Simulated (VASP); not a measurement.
# MnO2 (P-3m1) in VASP: a series of runs

Runs on MnO2. Level: PBEsol. Tasks: relaxation of the atoms.

Program: VASP 6.6.1. These are calculated values, not measurements. Logs are shortened: lines on timing, memory, paths and dates and some standing lists are left out, and cuts for length are marked.

### 1 The cell of the first run

Symmetry: P-3m1, No. 164, trigonal system. Conventional cell: a = 2.857 Å, b = 2.857 Å, c = 4.601 Å, α = 90.00°, β = 90.00°, γ = 120.00°. Within 2.5 Å of Mn (site symmetry -3m) lie 6 O at 1.90 Å. O (site symmetry 3m) has 3 Mn at 1.90 Å and 3 O at 2.51 Å within 2.6 Å.

### 2 Relaxation of the atoms, PBEsol, collinear spin, ferromagnetic start

File INCAR:

```
SYSTEM = MnO2
  PREC = Accurate
  ENCUT = 520
  EDIFF = 1E-6
  ISMEAR = -1
  SIGMA = 0.05
  LREAL = .False.
  LASPH = .True.
  NELM = 150
  ALGO = Normal
  ISIF = 2
  LWAVE = .False.
  LCHARG = .False.
  ISPIN = 2
  MAGMOM = 4 0 0
  LORBIT = 11
  LMAXMIX = 4
  GGA = PS
  IBRION = 2
  NSW = 60
  EDIFFG = -0.01
  LUSENCCL = .False.
```

File KPOINTS:

```
Automatic mesh
0
Gamma
  9 9 5
  0 0 0
```

File POSCAR:

```
MnO2
1.0
    2.8565781804      0.0000000000      0.0000000000
   -1.4282890902      2.4738692722      0.0000000000
    0.0000000000      0.0000000000      4.6013740589
Mn O
1 2
Direct
    0.0000000000      0.0000000000      0.5000000000
    0.3333333333      0.6666666667      0.7062925700
    0.6666666667      0.3333333333      0.2937074300
```

Potentials or basis: VASP PAW PBE potentials, release 64 (Mn_pv, O).

Run with:

```
cat potpaw_PBE.64/Mn_pv/POTCAR potpaw_PBE.64/O/POTCAR > POTCAR
mpirun -np 1 vasp_std > vasp.out
```

OUTCAR:

```text
SYSTEM = MnO2
   PREC = Accurate
   ENCUT = 520
   EDIFF = 1E-6
   ISMEAR = -1
   LREAL = .False.
   LASPH = .True.
   NELM = 150
   ISIF = 2
   ISPIN = 2
   LORBIT = 11
   GGA = PS
   IBRION = 2
   NSW = 60
   EDIFFG = -0.01

 ion  position               nearest neighbor table
   1  0.000  0.000  0.500-   2 1.90   3 1.90   3 1.90   2 1.90   3 1.90   2 1.90
   2  0.333  0.667  0.706-   1 1.90   1 1.90   1 1.90
   3  0.667  0.333  0.294-   1 1.90   1 1.90   1 1.90

  LATTYP: Found a hexagonal cell.
 ALAT       =     2.8565781804
 C/A-ratio  =     1.6107992739

  Lattice vectors:

 A1 = (   2.8565781804,   0.0000000000,   0.0000000000)
 A2 = (  -1.4282890902,   2.4738692722,   0.0000000000)
 A3 = (   0.0000000000,   0.0000000000,   4.6013740589)

Analysis of symmetry for initial positions (statically):
=====================================================================
 Subroutine PRICEL returns:
 Original cell was already a primitive cell.

 Routine SETGRP: Setting up the symmetry group for a
 hexagonal supercell.

 Subroutine GETGRP returns: Found 12 space group operations
 (whereof 12 operations were pure point group operations)
 out of a pool of 24 trial point group operations.

The static configuration has the point symmetry D_3d.

Analysis of symmetry for dynamics (positions and initial velocities):
=====================================================================
 Subroutine PRICEL returns:
 Original cell was already a primitive cell.

 Routine SETGRP: Setting up the symmetry group for a
 hexagonal supercell.

 Subroutine GETGRP returns: Found 12 space group operations
 (whereof 12 operations were pure point group operations)
 out of a pool of 24 trial point group operations.

The dynamic configuration has the point symmetry D_3d.

Analysis of structural, dynamic, and magnetic symmetry:
=====================================================================
 Subroutine PRICEL returns:
 Original cell was already a primitive cell.

 Routine SETGRP: Setting up the symmetry group for a
 hexagonal supercell.

 Subroutine GETGRP returns: Found 12 space group operations
 (whereof 12 operations were pure point group operations)
 out of a pool of 24 trial point group operations.

The overall configuration has the point symmetry D_3d.

 Subroutine INISYM returns: Found 12 space group operations
 (whereof 12 operations are pure point group operations),
 and found     1 'primitive' translations

----------------------------------------------------------------------------------------

                                     Primitive cell

  volume of cell :      32.5170

  direct lattice vectors                    reciprocal lattice vectors
     2.856578180  0.000000000  0.000000000     0.350069187  0.202112539 -0.000000000
    -1.428289090  2.473869272  0.000000000     0.000000000  0.404225078  0.000000000
     0.000000000  0.000000000  4.601374059     0.000000000 -0.000000000  0.217326387

  length of vectors
     2.856578180  2.856578180  4.601374059     0.404225078  0.404225078  0.217326387

  position of ions in fractional coordinates (direct lattice)
     0.000000000  0.000000000  0.500000000
     0.333333333  0.666666667  0.706292570
     0.666666667  0.333333333  0.293707430

  ion indices of the primitive-cell ions
   primitive index   ion index
                 1           1
                 2           2
                 3           3

----------------------------------------------------------------------------------------

 KPOINTS: Automatic mesh

Automatic generation of k-mesh.
 Grid dimensions read from file:
[... 92 lines left out ...]
   AEXX    =    0.0000 exact exchange contribution
   IVDW    =     0    specifies the selected vdW correction
   LEPSILON=     F    determine dielectric tensor
   LRPA    =     F    only Hartree local field effects (RPA)
 conjugate gradient relaxation of ions
 spin polarized calculation
  energy-cutoff  :      520.00
  volume of cell :       32.52
 maximum number of plane-waves:       887
 NGX is ok and might be reduce to    24
   NGX = 11   NGY = 11   NGZ = 17

--------------------------------------- Ionic step        1  -------------------------------------------

 number of electron      24.9999997 magnetization       2.9998541

 Free energy of the ion-electron system (eV)
  ---------------------------------------------------
  ext. energy  EPLUGINS =         0.00000000
  ---------------------------------------------------
  free energy    TOTEN  =       -25.05219290 eV

  energy without entropy =      -25.05217060  energy(sigma->0) =      -25.05218175

------------------------ aborting loop because EDIFF is reached ----------------------------------------

  FORCE on cell =-STRESS in cart. coord.  units (eV):
  Direction    XX          YY          ZZ          XY          YZ          ZX
  --------------------------------------------------------------------------------------
  -------------------------------------------------------------------------------------
  Total       -0.3713945     -0.3713945     -0.0213274     -0.0000000     -0.0000000      0.0000000
  in kB      -18.2993498    -18.2993498     -1.0508446     -0.0000000     -0.0000000      0.0000000
  external PRESSURE =     -12.5498481 kB  Pullay stress =       0.0000000 kB

 VOLUME and BASIS-vectors are now :
 -----------------------------------------------------------------------------
  energy-cutoff  :      520.00
  volume of cell :       32.52
      direct lattice vectors                 reciprocal lattice vectors
     2.856578180  0.000000000  0.000000000     0.350069187  0.202112539 -0.000000000
    -1.428289090  2.473869272  0.000000000     0.000000000  0.404225078  0.000000000
     0.000000000  0.000000000  4.601374059     0.000000000 -0.000000000  0.217326387

 POSITION                                       TOTAL-FORCE (eV/Angst)
 -----------------------------------------------------------------------------------
      0.00000      0.00000      2.30069         0.000000      0.000000     -0.000000
     -0.00000      1.64925      3.24992         0.000000      0.000000     -0.080937
      1.42829      0.82462      1.35146        -0.000000      0.000000      0.080937
 -----------------------------------------------------------------------------------
    total drift:                               -0.000000      0.000000      0.000000

  FREE ENERGIE OF THE ION-ELECTRON SYSTEM (eV)
  ---------------------------------------------------
  free  energy   TOTEN  =       -25.0521929044 eV

  energy  without entropy=      -25.0521705957  energy(sigma->0) =      -25.05218175

--------------------------------------- Ionic step        2  -------------------------------------------

 number of electron      24.9999996 magnetization       2.9999419

 Free energy of the ion-electron system (eV)
  ---------------------------------------------------
  ext. energy  EPLUGINS =         0.00000000
  ---------------------------------------------------
  free energy    TOTEN  =       -25.05252868 eV

  energy without entropy =      -25.05250438  energy(sigma->0) =      -25.05251653

 E-fermi :   3.5661     XC(G=0): -11.0498

 val. band max:        3.2110367105   @ k =   0.0000   0.1111   0.4000
 cond. band min:       3.9033915147   @ k =   0.0000   0.0000   0.4000
 fundamental gap:      0.6923548043
 Fermi energy:         3.5661461711

 spin component 1

 k-point     1 :       0.0000    0.0000    0.0000
  band No.  band energies     occupation
      1     -47.0000      1.00000
      2     -47.0000      1.00000
      3     -46.9855      1.00000
      4     -16.4683      1.00000
      5     -14.0724      1.00000
      6      -3.1948      1.00000
[... 493 lines left out ...]
     17      13.3348      0.00000
     18      15.8263      0.00000

 [... further k-points ...]

 spin component 2

 k-point     1 :       0.0000    0.0000    0.0000
  band No.  band energies     occupation
      1     -43.9690      1.00000
      2     -43.9690      1.00000
      3     -43.8010      1.00000
      4     -16.2960      1.00000
      5     -13.9466      1.00000
      6      -2.3559      1.00000
[... 493 lines left out ...]
     17      13.6265      0.00000
     18      16.3104      0.00000

 [... further k-points ...]

------------------------ aborting loop because EDIFF is reached ----------------------------------------

  FORCE on cell =-STRESS in cart. coord.  units (eV):
  Direction    XX          YY          ZZ          XY          YZ          ZX
  --------------------------------------------------------------------------------------
  -------------------------------------------------------------------------------------
  Total       -0.2752272     -0.2752272      0.1107332      0.0000000      0.0000000      0.0000000
  in kB      -13.5609926    -13.5609926      5.4560450      0.0000000      0.0000000      0.0000000
  external PRESSURE =      -7.2219801 kB  Pullay stress =       0.0000000 kB

 VOLUME and BASIS-vectors are now :
 -----------------------------------------------------------------------------
  energy-cutoff  :      520.00
  volume of cell :       32.52
      direct lattice vectors                 reciprocal lattice vectors
     2.856578180  0.000000000  0.000000000     0.350069187  0.202112539 -0.000000000
    -1.428289090  2.473869272  0.000000000     0.000000000  0.404225078  0.000000000
     0.000000000  0.000000000  4.601374059     0.000000000 -0.000000000  0.217326387

 POSITION                                       TOTAL-FORCE (eV/Angst)
 -----------------------------------------------------------------------------------
      0.00000      0.00000      2.30069         0.000000      0.000000      0.000000
     -0.00000      1.64925      3.24601        -0.000000      0.000000     -0.003547
      1.42829      0.82462      1.35536        -0.000000     -0.000000      0.003547
 -----------------------------------------------------------------------------------
    total drift:                               -0.000000     -0.000000     -0.000000

  FREE ENERGIE OF THE ION-ELECTRON SYSTEM (eV)
  ---------------------------------------------------
  free  energy   TOTEN  =       -25.0525286821 eV

  energy  without entropy=      -25.0525043799  energy(sigma->0) =      -25.05251653

 reached required accuracy - stopping structural energy minimisation

 total charge

# of ion       s       p       d       tot
------------------------------------------
    1        0.362   6.478   4.938  11.778
    2        1.577   3.400   0.000   4.977
    3        1.577   3.400   0.000   4.977
--------------------------------------------------
tot          3.516  13.278   4.938  21.733

 magnetization (x)

# of ion       s       p       d       tot
------------------------------------------
    1        0.031   0.040   2.764   2.835
    2        0.004   0.038   0.000   0.042
    3        0.004   0.038   0.000   0.042
--------------------------------------------------
tot          0.038   0.117   2.764   2.918
```

Run time: 5.1 min. Hardware: 1 × NVIDIA H100 80GB with 1 thread of AMD EPYC 7R13 (Zen 3), shared host; peak memory 1.2 GiB.

What came out:

```yaml
Free_energy: -25.0525 eV
Energy_gained_by_relaxing: 0.1 meV/atom
Ionic_steps: 2
Pressure_after_relaxing: -0.7 GPa
Largest_force_after_relaxing: 0.004 eV/Å
Band_gap_on_the_k_mesh: 0.69 eV (least direct gap 0.76 eV)
Net_moment: 3.00 μB per cell
Site_moments: Mn +2.83; O +0.04 μB
Valence_electrons_inside_the_program's_atomic_spheres: Mn 11.78; O 4.98
```

Forces in eV/Å, atoms in the order of the input:
```
Mn   0.000  0.000  0.000
O    0.000  0.000 -0.004
O    0.000  0.000  0.004
```

Stress tensor (GPa, compression positive):
```
-1.36  0.00  0.00
 0.00 -1.36  0.00
 0.00  0.00  0.55
```

The path:
```csv
step,energy change (eV),largest force (eV/Å),pressure (GPa)
1,0.0000,0.0809,-1.25
2,-0.0003,0.0035,-0.72
```

Final structure:
```cif
data_structure
_symmetry_space_group_name_H-M 'P 1'
_symmetry_Int_Tables_number 1
_cell_length_a 2.8566
_cell_length_b 2.8566
_cell_length_c 4.6014
_cell_angle_alpha 90.000
_cell_angle_beta 90.000
_cell_angle_gamma 120.000
_cell_volume 32.52
loop_
_atom_site_label
_atom_site_type_symbol
_atom_site_fract_x
_atom_site_fract_y
_atom_site_fract_z
_atom_site_occupancy
Mn1 Mn 0.00000 0.00000 0.50000 1
O1 O 0.33333 0.66667 0.70544 1
O2 O 0.66667 0.33333 0.29456 1
```

Caveat: the PAW data sets were made with another functional, which shifts forces and pressure a little; a cell with one magnetic atom can't hold antiferromagnetic order, which such compounds often take. A k mesh can miss the band edges.

### 3 Relaxation of the atoms, PBEsol, collinear spin, ferromagnetic start

This run uses another cell than the first one, of 10.95 Å³/atom.

File INCAR:

```
ALGO = Normal
EDIFF = 1E-6
EDIFFG = -0.01
ENCUT = 520
GGA = PS
IBRION = 2
ISIF = 2
ISMEAR = -1
ISPIN = 2
LASPH = T
LCHARG = F
LMAXMIX = 4
LORBIT = 11
LREAL = F
LUSENCCL = F
LWAVE = F
MAGMOM = 4 0 0
NELM = 150
NSW = 60
PREC = Accurate
SIGMA = 0.05
```

File KPOINTS:

```
k-points
0
Gamma
  9 9 5
```

POSCAR, as its differences from that of step 2:

```diff
@@ -4,3 +4,3 @@
    -1.4282890902      2.4738692722      0.0000000000
-    0.0000000000      0.0000000000      4.6013740589
+    0.0000000000      0.0000000000      4.6473877995
 Mn O
```

Potentials or basis: VASP PAW PBE potentials, release 64 (Mn_pv, O).

Run with:

```
cat potpaw_PBE.64/Mn_pv/POTCAR potpaw_PBE.64/O/POTCAR > POTCAR
mpirun -np 1 vasp_std > vasp.out
```

It took 6.4 min on 1 × NVIDIA H100 80GB with 1 thread of AMD EPYC 7R13 (Zen 3), shared host; peak memory 1.2 GiB.

The run converged. Its results:

```yaml
Free_energy: -25.0543 eV
Energy_gained_by_relaxing: 1.2 meV/atom
Ionic_steps: 3
Pressure_after_relaxing: -0.7 GPa
Band_gap_on_the_k_mesh: 0.70 eV (least direct gap 0.76 eV)
Net_moment: 3.00 μB per cell
Site_moments: Mn +2.83; O +0.04 μB
Valence_electrons_inside_the_program's_atomic_spheres: Mn 11.78; O 4.98
```

Stress tensor (GPa, compression positive):
```
-1.35  0.00  0.00
 0.00 -1.35  0.00
 0.00  0.00  0.48
```

Step by step:
| step | energy change (eV) | largest force (eV/Å) | pressure (GPa) |
| --- | --- | --- | --- |
| 1 | 0.0000 | 0.2580 | -2.63 |
| 2 | -0.0034 | 0.0176 | -0.82 |
| 3 | -0.0035 | 0.0017 | -0.74 |

Final structure:
```
Mn O
1.0
     2.85658    0.00000    0.00000
    -1.42829    2.47387    0.00000
     0.00000    0.00000    4.64739
Mn O
1 2
Cartesian
  0.0000 0.0000 2.3237
  0.0000 1.6492 3.2691
  1.4283 0.8246 1.3783
```

Levels at points of the mesh, in eV from the valence-band top:
Spin up:
```csv
k point,band 12,band 13,band 14,band 15,band 16,band 17
"(0.00, 0.00, 0.00)",-1.48,-1.27,-0.35,2.83,2.83,6.94
```
Spin down:
```tsv
k point	band 7	band 8	band 9	band 10	band 11	band 12	band 13	band 14	band 15	band 16
(0.00, 0.00, 0.00)	-5.14	-5.14	-1.39	-1.39	-1.09	0.71	0.71	2.35	4.20	4.20
```

Caveat: the PAW data sets were made with another functional, which shifts forces and pressure a little; a cell with one magnetic atom can't hold antiferromagnetic order, which such compounds often take. A k mesh can miss the band edges.

[end of part 1 of 2]
